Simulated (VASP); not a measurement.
# Co (I4_1/amd) in VASP: single point with PBE

Aim: the single point of Co with PBE.

Program: VASP 6.6.1. These are calculated values, not measurements. Logs are shortened: lines on timing, memory, paths and dates and some standing lists are left out, and cuts for length are marked.

### Step 1. The cell of the first run

It takes space group I4_1/amd (No. 141, tetragonal). Conventional cell: a = 4.337 Å, b = 4.337 Å, c = 2.366 Å, α = 90.00°, β = 90.00°, γ = 90.00°. Within 3.0 Å of Co (site symmetry -4m2) lie 10 Co at 2.25 to 2.80 Å.

### Step 2. Single point, PBE, collinear spin, ferromagnetic start

INCAR

```
ALGO = Normal ; EDIFF = 1E-6
ENCUT = 690 ; GGA = PE
GGA_COMPAT = False ; ISIF = 2
ISMEAR = 0 ; ISPIN = 2
LASPH = True ; LCHARG = True
LELF = True ; LMAXMIX = 4
LORBIT = 11 ; LREAL = False
LVHAR = True ; LWAVE = False
MAGMOM = 3 3 ; NBANDS = 28
NELM = 200 ; PREC = Accurate
SIGMA = 0.1
```

KPOINTS

```
k-points
0
Gamma
  8 8 8
```

POSCAR

```
Co
1.0
   -2.1687425347      2.1687425347      1.1830890865
    2.1687425347     -2.1687425347      1.1830890865
    2.1687425347      2.1687425347     -1.1830890865
Co
2
Direct
    0.0000000000      0.0000000000      0.0000000000
    0.7500000000      0.2500000000      0.5000000000
```

Potentials or basis: VASP PAW PBE potentials, release 64 (Co_sv).

Run with:

```
cat potpaw_PBE.64/Co_sv/POTCAR > POTCAR
mpirun -np 1 vasp_std > vasp.out
```

OUTCAR:

```text
EDIFF = 1E-6
   ENCUT = 690
   GGA = PE
   ISIF = 2
   ISMEAR = 0
   ISPIN = 2
   LASPH = True
   LORBIT = 11
   LREAL = False
   NELM = 200
   PREC = Accurate

 ion  position               nearest neighbor table
   1  0.000  0.000  0.000-   2 2.25   2 2.25   2 2.25   2 2.25
   2  0.750  0.250  0.500-   1 2.25   1 2.25   1 2.25   1 2.25

  LATTYP: Found a body centered tetragonal cell.
 ALAT       =     4.3374850694
 C/A-ratio  =     0.5455184595

  Lattice vectors:

 A1 = (  -2.1687425347,   2.1687425347,   1.1830890865)
 A2 = (   2.1687425347,  -2.1687425347,   1.1830890865)
 A3 = (   2.1687425347,   2.1687425347,  -1.1830890865)

Analysis of symmetry for initial positions (statically):
=====================================================================
 Subroutine PRICEL returns:
 Original cell was already a primitive cell.

 Routine SETGRP: Setting up the symmetry group for a
 body centered tetragonal supercell.

 Subroutine GETGRP returns: Found 16 space group operations
 (whereof  8 operations were pure point group operations)
 out of a pool of 16 trial point group operations.

The static configuration has the point symmetry D_2d.
 The point group associated with its full space group is D_4h.

Analysis of symmetry for dynamics (positions and initial velocities):
=====================================================================
 Subroutine PRICEL returns:
 Original cell was already a primitive cell.

 Routine SETGRP: Setting up the symmetry group for a
 body centered tetragonal supercell.

 Subroutine GETGRP returns: Found 16 space group operations
 (whereof  8 operations were pure point group operations)
 out of a pool of 16 trial point group operations.

The dynamic configuration has the point symmetry D_2d.
 The point group associated with its full space group is D_4h.

Analysis of structural, dynamic, and magnetic symmetry:
=====================================================================
 Subroutine PRICEL returns:
 Original cell was already a primitive cell.

 Routine SETGRP: Setting up the symmetry group for a
 body centered tetragonal supercell.

 Subroutine GETGRP returns: Found 16 space group operations
 (whereof  8 operations were pure point group operations)
 out of a pool of 16 trial point group operations.

The overall configuration has the point symmetry D_2d.
 The point group associated with its full space group is D_4h.

 Subroutine INISYM returns: Found 16 space group operations
 (whereof  8 operations are pure point group operations),
 and found     1 'primitive' translations

----------------------------------------------------------------------------------------

                                     Primitive cell

  volume of cell :      22.2584

  direct lattice vectors                    reciprocal lattice vectors
    -2.168742535  2.168742535  1.183089087     0.000000000  0.230548344  0.422622443
     2.168742535 -2.168742535  1.183089087     0.230548344  0.000000000  0.422622443
     2.168742535  2.168742535 -1.183089087     0.230548344  0.230548344  0.000000000

  length of vectors
     3.287337547  3.287337547  3.287337547     0.481416938  0.481416938  0.326044595

  position of ions in fractional coordinates (direct lattice)
     0.000000000  0.000000000  0.000000000
     0.750000000  0.250000000  0.500000000

  ion indices of the primitive-cell ions
   primitive index   ion index
                 1           1
                 2           2

----------------------------------------------------------------------------------------

 KPOINTS: k-points

Automatic generation of k-mesh.
 Grid dimensions read from file:
 generate k-points for:    8    8    8

 Generating k-lattice:

  Cartesian coordinates                     Fractional coordinates (reciprocal lattice)
     0.000000000  0.028818543  0.052827805     0.125000000  0.000000000  0.000000000
     0.028818543  0.000000000  0.052827805     0.000000000  0.125000000  0.000000000
     0.028818543  0.028818543  0.000000000     0.000000000  0.000000000  0.125000000

  Length of vectors
     0.060177117  0.060177117  0.040755574

  Shift w.r.t. Gamma in fractional coordinates (k-lattice)
     0.000000000  0.000000000  0.000000000

 Subroutine IBZKPT returns following result:
 ===========================================

 Found     59 irreducible k-points:

 Following reciprocal coordinates:
            Coordinates               Weight
  0.000000  0.000000  0.000000      1.000000
  0.125000  0.000000  0.000000      8.000000
  0.250000  0.000000  0.000000      8.000000
  0.375000  0.000000  0.000000      8.000000
  0.500000  0.000000  0.000000      4.000000
  0.125000  0.125000  0.000000      8.000000
[... 16 lines left out ...]
  0.250000  0.125000  0.125000     16.000000
  0.375000  0.125000  0.125000      8.000000
 [... further k-points ...]
   k-points           NKPTS =     59   k-points in BZ     NKDIM =     59   number of bands    NBANDS=     28
   number of dos      NEDOS =    301   number of ions     NIONS =      2
   total plane-waves  NPLWV =  21952
   dimension x,y,z NGX =    28 NGY =   28 NGZ =   28
   dimension x,y,z NGXF=    56 NGYF=   56 NGZF=   56
   ions per type =               2
   NGX,Y,Z   is equivalent  to a cutoff of  14.16, 14.16, 14.16 a.u.
   NGXF,Y,Z  is equivalent  to a cutoff of  28.32, 28.32, 28.32 a.u.
 SYSTEM =  unknown system
   PREC   = accura    normal or accurate (medium, high low for compatibility)
   ISTART =      0    job   : 0-new  1-cont  2-samecut
   ICHARG =      2    charge: 1-file 2-atom 10-const
   ISPIN  =      2    spin polarized calculation?
   LNONCOLLINEAR =      F non collinear calculations
   LSORBIT =      F    spin-orbit coupling
   LASPH  =      T    aspherical Exc in radial PAW
   ENCUT  =  690.0 eV  50.71 Ry    7.12 a.u.   7.04  7.04  7.04*2*pi/ulx,y,z
   NELM   =    200;   NELMIN=  2; NELMDL= -5     # of ELM steps
   EDIFF  = 0.1E-05   stopping-criterion for ELM
   LREAL  =      F    real-space projection
   EDIFFG = 0.1E-04   stopping-criterion for IOM
   NSW    =      0    number of steps for IOM
   IBRION =     -1    ionic relax: 0-MD 1-quasi-New 2-CG
   NFREE  =      0    steps in history (QN), initial steepest desc. (CG)
   ISIF   =      2    stress and relaxation
   ISYM   =      2    0-nonsym 1-usesym 2-fastsym
   POTIM  = 0.5000    time-step for ionic-motion
   TEBEG  =    0.0;   TEEND  =   0.0 temperature during run
   PSTRESS=    0.0 pullay stress
   NELECT =      34.0000    total number of electrons
   NUPDOWN=      -1.0000    fix difference up-down
   EMIN   =  10.00;   EMAX   =-10.00  energy-range for DOS
   EFERMI =   0.00;   METHOD = LEGACY
   ISMEAR =     0;   SIGMA  =   0.10  broadening in eV -4-tet -1-fermi 0-gaus
   EFERMI_NEDOS =   21; number of points for ismear=-14 and -15
   IALGO  =     38    algorithm
   IMIX   =      4    mixing-type and parameters
     AMIX     =   0.40;   BMIX     =  1.00
     AMIX_MAG =   1.60;   BMIX_MAG =  1.00
  volume/ion in A,a.u.               =      11.13        75.10
  Fermi-wavevector in a.u.,A,eV,Ry     =   1.885399  3.562888 48.365041  3.554730
  Thomas-Fermi vector in A             =   2.927895
   LORBIT       =     11    0 simple, 1 ext, 2 COOP (PROOUT), +10 PAW based schemes
   GGA     = PE    functional components
   LHFCALC =     F    Hartree Fock is set to
   AEXX    =    0.0000 exact exchange contribution
   IVDW    =     0    specifies the selected vdW correction
   LEPSILON=     F    determine dielectric tensor
   LRPA    =     F    only Hartree local field effects (RPA)
 spin polarized calculation
 Gauss-broadening in eV      SIGMA  =   0.10
  energy-cutoff  :      690.00
  volume of cell :       22.26
 maximum number of plane-waves:       941
   NGX = 15   NGY = 15   NGZ = 15

 number of electron      33.9999951 magnetization       3.4726631

 Free energy of the ion-electron system (eV)
  ---------------------------------------------------
  ext. energy  EPLUGINS =         0.00000000
  ---------------------------------------------------
  free energy    TOTEN  =       -13.07245262 eV

  energy without entropy =      -13.06080737  energy(sigma->0) =      -13.06663000

 E-fermi :  11.8968     XC(G=0): -13.6756

 val. band max:       11.8799657100   @ k =  -0.3750   0.5000   0.2500
 cond. band min:      11.8979070317   @ k =  -0.3750   0.5000   0.3750
 fundamental gap:      0.0179413217
 Fermi energy:        11.8968361427

 spin component 1

 k-point     1 :       0.0000    0.0000    0.0000
  band No.  band energies     occupation
      1     -84.4310      1.00000
      2     -84.2989      1.00000
      3     -47.8334      1.00000
      4     -47.8334      1.00000
      5     -47.4622      1.00000
      6     -47.4558      1.00000
[... 20 lines left out ...]
     27      37.8880      0.00000
     28      38.1658      0.00000

 k-point     2 :       0.1250    0.0000    0.0000
  band No.  band energies     occupation
      1     -84.4218      1.00000
      2     -84.2982      1.00000
      3     -47.8301      1.00000
      4     -47.8134      1.00000
      5     -47.5098      1.00000
      6     -47.4978      1.00000
[... 20 lines left out ...]
     27      34.7442      0.00000
     28      34.8527      0.00000

 k-point     3 :       0.2500    0.0000    0.0000
  band No.  band energies     occupation
      1     -84.3985      1.00000
      2     -84.2974      1.00000
      3     -47.8221      1.00000
      4     -47.7685      1.00000
      5     -47.6154      1.00000
      6     -47.5871      1.00000
[... 20 lines left out ...]
     27      31.7560      0.00000
     28      34.5981      0.00000

 k-point     4 :       0.3750    0.0000    0.0000
  band No.  band energies     occupation
      1     -84.3727      1.00000
      2     -84.2991      1.00000
      3     -47.8140      1.00000
      4     -47.7638      1.00000
      5     -47.7157      1.00000
      6     -47.6261      1.00000
[... 578 lines left out ...]
     27      31.8385      0.00000
     28      34.2928      0.00000

 k-point    23 :       0.2500    0.1250    0.1250
  band No.  band energies     occupation
      1     -84.3643      1.00000
      2     -84.3074      1.00000
      3     -47.7989      1.00000
      4     -47.7469      1.00000
      5     -47.7040      1.00000
      6     -47.6253      1.00000
[... 20 lines left out ...]
     27      32.8017      0.00000
     28      34.7187      0.00000

 k-point    24 :       0.3750    0.1250    0.1250
  band No.  band energies     occupation
      1     -84.3518      1.00000
      2     -84.3100      1.00000
      3     -47.8201      1.00000
      4     -47.7672      1.00000
      5     -47.7220      1.00000
      6     -47.5883      1.00000
[... 20 lines left out ...]
     27      34.1774      0.00000
     28      34.2218      0.00000

 [... further k-points ...]

 spin component 2

 k-point     1 :       0.0000    0.0000    0.0000
  band No.  band energies     occupation
      1     -82.3008      1.00000
      2     -82.1602      1.00000
      3     -45.7648      1.00000
      4     -45.7648      1.00000
      5     -45.3904      1.00000
      6     -45.3837      1.00000
[... 20 lines left out ...]
     27      38.0746      0.00000
     28      38.0779      0.00000

 k-point     2 :       0.1250    0.0000    0.0000
  band No.  band energies     occupation
      1     -82.2909      1.00000
      2     -82.1594      1.00000
      3     -45.7611      1.00000
      4     -45.7432      1.00000
      5     -45.4390      1.00000
      6     -45.4291      1.00000
[... 20 lines left out ...]
     27      35.1812      0.00000
     28      35.2440      0.00000

 k-point     3 :       0.2500    0.0000    0.0000
  band No.  band energies     occupation
      1     -82.2661      1.00000
      2     -82.1586      1.00000
      3     -45.7522      1.00000
      4     -45.6966      1.00000
      5     -45.5531      1.00000
      6     -45.5236      1.00000
[... 20 lines left out ...]
     27      32.2190      0.00000
     28      35.1566      0.00000

 k-point     4 :       0.3750    0.0000    0.0000
  band No.  band energies     occupation
      1     -82.2385      1.00000
      2     -82.1604      1.00000
      3     -45.7431      1.00000
      4     -45.7066      1.00000
      5     -45.6601      1.00000
      6     -45.5520      1.00000
[... 578 lines left out ...]
     27      32.2281      0.00000
     28      34.5990      0.00000

 k-point    23 :       0.2500    0.1250    0.1250
  band No.  band energies     occupation
      1     -82.2296      1.00000
      2     -82.1693      1.00000
      3     -45.7390      1.00000
      4     -45.6852      1.00000
      5     -45.6380      1.00000
      6     -45.5511      1.00000
[... 20 lines left out ...]
     27      33.1858      0.00000
     28      34.9912      0.00000

 k-point    24 :       0.3750    0.1250    0.1250
  band No.  band energies     occupation
      1     -82.2163      1.00000
      2     -82.1720      1.00000
      3     -45.7669      1.00000
      4     -45.7154      1.00000
      5     -45.6497      1.00000
      6     -45.5059      1.00000
[... 20 lines left out ...]
     27      34.2846      0.00000
     28      34.7662      0.00000

 [... further k-points ...]
[... 5 lines left out ...]
  --------------------------------------------------------------------------------------
  -------------------------------------------------------------------------------------
  Total        2.5477209      2.5477209      1.5375630      0.0000000      0.0000000      0.0000000
  in kB      183.3871901    183.3871901    110.6751344      0.0000000      0.0000000      0.0000000
  external PRESSURE =     159.1498382 kB  Pullay stress =       0.0000000 kB

 VOLUME and BASIS-vectors are now :
 -----------------------------------------------------------------------------
  energy-cutoff  :      690.00
  volume of cell :       22.26
      direct lattice vectors                 reciprocal lattice vectors
    -2.168742535  2.168742535  1.183089087     0.000000000  0.230548344  0.422622443
     2.168742535 -2.168742535  1.183089087     0.230548344  0.000000000  0.422622443
     2.168742535  2.168742535 -1.183089087     0.230548344  0.230548344  0.000000000

 POSITION                                       TOTAL-FORCE (eV/Angst)
 -----------------------------------------------------------------------------------
      0.00000      0.00000      0.00000        -0.000000     -0.000000     -0.000000
      0.00000      2.16874      0.59154         0.000000      0.000000      0.000000
 -----------------------------------------------------------------------------------
    total drift:                               -0.000000      0.000000      0.000000

  FREE ENERGIE OF THE ION-ELECTRON SYSTEM (eV)
  ---------------------------------------------------
  free  energy   TOTEN  =       -13.0724526186 eV

  energy  without entropy=      -13.0608073714  energy(sigma->0) =      -13.06663000

 total charge

# of ion       s       p       d       tot
------------------------------------------
    1        2.264   6.116   6.745  15.125
    2        2.264   6.116   6.745  15.125
--------------------------------------------------
tot          4.528  12.231  13.491  30.250

 magnetization (x)

# of ion       s       p       d       tot
------------------------------------------
    1        0.002  -0.003   1.754   1.754
    2        0.002  -0.003   1.754   1.754
--------------------------------------------------
tot          0.005  -0.006   3.509   3.507
```

It took 2 min on 1 thread of Intel Xeon Platinum 8259CL at 2.50GHz (Skylake/Cascade Lake), shared host; peak memory 0.22 GiB.

Results:

- Free energy: -13.0725 eV
- Pressure: 15.9 GPa
- Net moment: 3.47 μB per cell
- Site moments: Co +1.75 μB
- Valence electrons inside the program's atomic spheres: Co 15.12

Caveat: the k points lie up to 0.38 Å⁻¹ apart.
